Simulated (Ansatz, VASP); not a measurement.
## One calculation of Mo, two programs

The input INCAR:

```
SYSTEM = Mo
PREC = Accurate
ENCUT = 520
EDIFF = 1E-6
ISMEAR = 0
SIGMA = 0.15
LREAL = .False.
LASPH = .True.
NELM = 100
ALGO = Fast
ISIF = 2
LWAVE = .False.
LCHARG = .False.
GGA = PE
NBANDS = 13
```

KPOINTS

```
Automatic mesh
0
Gamma
  22 22 22
  0 0 0
```

The input POSCAR:

```
Mo
1.0
   -1.5474350000      1.5474350000      1.5238700000
    1.5474350000     -1.5474350000      1.5238700000
    1.5474350000      1.5474350000     -1.5238700000
Mo
1
Direct
    0.0000000000      0.0000000000      0.0000000000
```

Input for Ansatz:

```yaml
crystal:
  lattice:
    - [-1.547435, 1.547435, 1.52387]
    - [1.547435, -1.547435, 1.52387]
    - [1.547435, 1.547435, -1.52387]
  atoms:
    - { symbol: Mo, position: [0.0, 0.0, 0.0] }
basis:
  ecutwfc: 420
kpoints:
  mp_grid: { grid: [22, 22, 22] }
hamiltonian:
  xc: pbe
scf:
  occupations: { method: gaussian, width: 0.15 }
output:
  forces: true
  stress: true
  eigenvalues: true
```

Change from the starting cell: strain -0.015 along x and y, -0.030 along z, atoms carried along.

Alike in both runs: task single point; functional PBE; k mesh 22 × 22 × 22; occupations gaussian, width 0.15 eV; no spin polarisation.

|  | VASP | Ansatz |
| --- | --- | --- |
| version | VASP 6.6.1 | Ansatz 0.2.0 |
| potentials or method | VASP PAW PBE potentials, release 64 (Mo_sv), cutoff 520 eV | scalar-relativistic, plane waves, PAW |
| valence electrons in the cell | 14 | 14 |

|  | VASP | Ansatz | Ansatz less VASP |
| --- | --- | --- | --- |
| gap on the k mesh at the Fermi level (eV) | none | none | - |
| pressure (GPa) | 24.7 | 24.0 | -0.71 |
| traceless stress, the component that is largest in VASP (GPa) | 3.70 | 3.70 | +0.001 |

A gap of «none» marks a metal or a gap that the smearing closes.
